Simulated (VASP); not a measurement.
BaB5:

```
Ba B
1.0
     4.96379    0.00000    0.00000
    -2.48190    4.29877    0.00000
     0.00000    0.00000    2.93606
Ba B
1 5
Direct
  0.00000 0.00000 0.00000
  0.50000 0.00000 0.50000
  0.50000 0.50000 0.50000
  0.00000 0.50000 0.50000
  0.33333 0.66667 0.00000
  0.66667 0.33333 0.00000
```

The cell was built from a structure type or drawn by symmetry, and may not be a known phase.

```yaml
Program: VASP 6.6.1
Task: relaxation of cell and atoms
Functional: PBE
Potentials_or_basis: VASP PAW PBE potentials, release 64 (Ba_sv, B)
Cutoff: 600 eV
k_mesh: 12 × 12 × 12
Occupations: gaussian, width 0.1 eV
Spin: no spin polarisation
```

At the start: pressure 3.3 GPa; volume 10.44 Å³/atom.

Task: Where does the relaxation end?

Result: Over 3 steps the energy falls by 2.4 meV/atom and the volume is 10.68 Å³/atom (+2.3 %); space group P6/mmm (No. 191, to 0.1 Å) before and after.

The path:
```
step  energy change (eV)  largest force (eV/Å)  pressure (GPa)  volume (Å³)
   1              0.0000                0.0000            3.26        62.65
   2             -0.0125                0.0000           -1.08        64.60
   3             -0.0143                0.0000            0.01        64.08
```

Final structure:
```xyz
6
Lattice="4.9990 0.0000 0.0000 -2.4995 4.3292 0.0000 0.0000 0.0000 2.9608" Properties=species:S:1:pos:R:3 pbc="T T T"
Ba    0.0000    0.0000    0.0000
B     2.4995    0.0000    1.4804
B     1.2497    2.1646    1.4804
B    -1.2497    2.1646    1.4804
B     0.0000    2.8862    2.9608
B     2.4995    1.4431    0.0000
```
